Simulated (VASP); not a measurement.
A run of VASP 6.6.1 is set up as follows.

Contents of INCAR:

```
PREC = Accurate ; ENCUT = 600
EDIFF = 1E-6 ; ISMEAR = 0
SIGMA = 0.1 ; LREAL = F
LASPH = T ; NELM = 80
ALGO = Normal ; ISIF = 3
LWAVE = F ; LCHARG = F
GGA = PE ; IVDW = 12
IBRION = 2 ; NSW = 100
EDIFFG = -0.005
```

The input KPOINTS:

```
Automatic mesh
0
Gamma
  18 18 10
```

Contents of POSCAR:

```
Ru
1.0
    2.7057993342      0.0000000000      0.0000000000
   -1.3528996671      2.3432909610      0.0000000000
    0.0000000000      0.0000000000      4.2819000000
Ru
2
Direct
    0.3333333333      0.6666666667      0.2500000000
    0.6666666667      0.3333333333      0.7500000000
```

Potentials or basis: VASP PAW PBE potentials, release 64 (Ru_pv).

Command:

```sh
$ cat potpaw_PBE.64/Ru_pv/POTCAR > POTCAR
$ mpirun -np 1 vasp_std > vasp.out
```

Question: Predict the space group after relaxing (to 0.1 Å).

Answer: P6_3/mmc (No. 194).

Question: Predict the band gap on the k mesh.

Answer: Zero (bands 14 and 15 overlap by 3.18 eV).

Question: Estimate the relaxed volume.

Answer: 13.44 Å³/atom.

Question: Predict the dispersion energy per atom.

Answer: -0.631 eV.

Final structure:
```
Ru
1.0
     2.69704    0.00000    0.00000
    -1.34852    2.33570    0.00000
     0.00000    0.00000    4.26582
Ru
2
Direct
  0.33333 0.66667 0.25000
  0.66667 0.33333 0.75000
```
